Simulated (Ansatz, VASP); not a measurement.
**Ni in VASP and in Ansatz**

File INCAR:

```
SYSTEM = Ni
ALGO = Normal
EDIFF = 1E-6
ENCUT = 600
GGA = PE
GGA_COMPAT = .False.
ISIF = 2
ISMEAR = -1
ISPIN = 2
LASPH = .True.
LCHARG = .False.
LMAXMIX = 4
LORBIT = 11
LREAL = .False.
LWAVE = .False.
MAGMOM = 1.3 1.3
NBANDS = 21
NELM = 200
PREC = Accurate
SIGMA = 0.1
```

KPOINTS

```
k-points
0
Gamma
  6 12 12
  0 0 0
```

The input POSCAR:

```
Ni
1.0
    0.0000000000      3.5439000000      3.5439000000
    1.7719500000      0.0000000000      1.7719500000
    1.7719500000      1.7719500000      0.0000000000
Ni
2
Direct
    0.0000000000      0.0000000000      0.0000000000
    0.5000000000      0.0000000000      0.0000000000
```

Input for Ansatz:

```yaml
crystal:
  lattice:
    - [0.0, 3.5439, 3.5439]
    - [1.77195, 0.0, 1.77195]
    - [1.77195, 1.77195, 0.0]
  atoms:
    - { symbol: Ni, position: [0.0, 0.0, 0.0], spin: 1.3 }
    - { symbol: Ni, position: [0.5, 0.0, 0.0], spin: 1.3 }
magnetization:
  spin_polarized: true
hamiltonian:
  xc: pbe
  pseudopotentials: { kind: paw }
basis:
  ecutwfc: 420
kpoints:
  mp_grid: { grid: [6, 12, 12] }
scf:
  occupations: { method: fermi_dirac, width: 0.1 }
  lower_state_search: "off"
output:
  forces: true
  stress: true
```

Change from the starting cell: moments ++ scaled by 0.65, plain SCF.

Alike in both runs: task single point; functional PBE; k mesh 6 × 12 × 12; occupations fermi-dirac, width 0.1 eV; collinear spin.

```csv
,VASP,Ansatz
version,VASP 6.6.1,Ansatz 0.2.0
potentials or method,"VASP PAW PBE potentials, release 64 (Ni), cutoff 600 eV","PAW, plane waves, scalar-relativistic"
valence electrons in the cell,20,36
```

|  | VASP | Ansatz | Ansatz less VASP |
| --- | --- | --- | --- |
| pressure (GPa) | -3.7 | -3.5 | +0.16 |
| net moment per atom (μB) | 0.64 | 0.66 | +0.018 |
| size of the moment on the site where the two differ most (μB) | 0.65 | 0.70 | +0.044 |

Site moments also hang on the region over which each program counts them. VASP's potentials hold 20 valence electrons a cell and Ansatz's 36, so a difference there can come from the potentials and not from the codes.
